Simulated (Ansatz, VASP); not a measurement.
One calculation of Si, two programs

```
Si
1.0
     3.62319    0.00000    0.00000
    -1.81160    3.13778    0.00000
     0.00000    0.00000   23.70668
Si
16
Direct
  0.33333 0.66667 0.20300
  0.66667 0.33333 0.70300
  0.33333 0.66667 0.57800
  0.66667 0.33333 0.07800
  0.00000 0.00000 0.95300
  0.00000 0.00000 0.45300
  0.33333 0.66667 0.82800
  0.66667 0.33333 0.32800
  0.33333 0.66667 0.92200
  0.66667 0.33333 0.42200
  0.00000 0.00000 0.04700
  0.00000 0.00000 0.54700
  0.33333 0.66667 0.29700
  0.66667 0.33333 0.79700
  0.33333 0.66667 0.67200
  0.66667 0.33333 0.17200
```

Alike in both runs: task single point; functional PBE; k mesh 6 × 6 × 1; occupations gaussian, width 0.1 eV; no spin polarisation.

```csv
,VASP,Ansatz
version,VASP 6.6.1,Ansatz 0.2.0
potentials or method,"VASP PAW PBE potentials, release 64 (Si), cutoff 520 eV","scalar-relativistic, plane waves, PAW"
valence electrons in the cell,64,64
```

```tsv
	VASP	Ansatz	Ansatz less VASP
gap on the k mesh at the Fermi level (eV)	0.21	0.21	0.000
least direct gap on the mesh (eV)	1.63	1.63	+0.002
pressure (GPa)	25.8	25.9	+0.09
traceless stress, the component that is largest in VASP (GPa)	-0.74	-0.74	-0.001
rms of the force components (eV/Å)	0.083	0.083	+0.0004
```

Atom by atom the forces differ by 0.001 eV/Å (rms over components).
